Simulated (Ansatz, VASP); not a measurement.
**Rh: VASP beside Ansatz**

```
CELL_PARAMETERS angstrom
0.01902 1.91106 1.91106
1.91106 0.01902 1.91106
1.91106 1.91106 0.01902
ATOMIC_POSITIONS crystal
Rh 0.00000 0.00000 0.00000
```

Change from the starting cell: equal xy, yz and zx shear strains of +1 %, crystal datasets.

Alike in both runs: task electric field gradients; functional PBE; k mesh 16 × 16 × 16; occupations fermi-dirac, width 0.08 eV; no spin polarisation.

```csv
,VASP,Ansatz
version,VASP 6.6.1,Ansatz 0.2.0
potentials or method,"VASP PAW PBE potentials, release 64 (Rh_pv), cutoff 520 eV","all-electron PAW with datasets made for the crystal, scalar-relativistic"
```

Ansatz gave:

```
pressure (GPa)                                                : 6.1
traceless stress, the component that is largest in VASP (GPa) : -1.99
size of Vzz on the site where it differs most (V/Å²)          : 0.3
```

Task: Which values does VASP return?

Result: Pressure (GPa): 6.2; traceless stress, the component that is largest in VASP (GPa): -1.99; size of Vzz on the site where it differs most (V/Å²): 1.3.

Ansatz ran all-electron here, and VASP with PAW potentials.
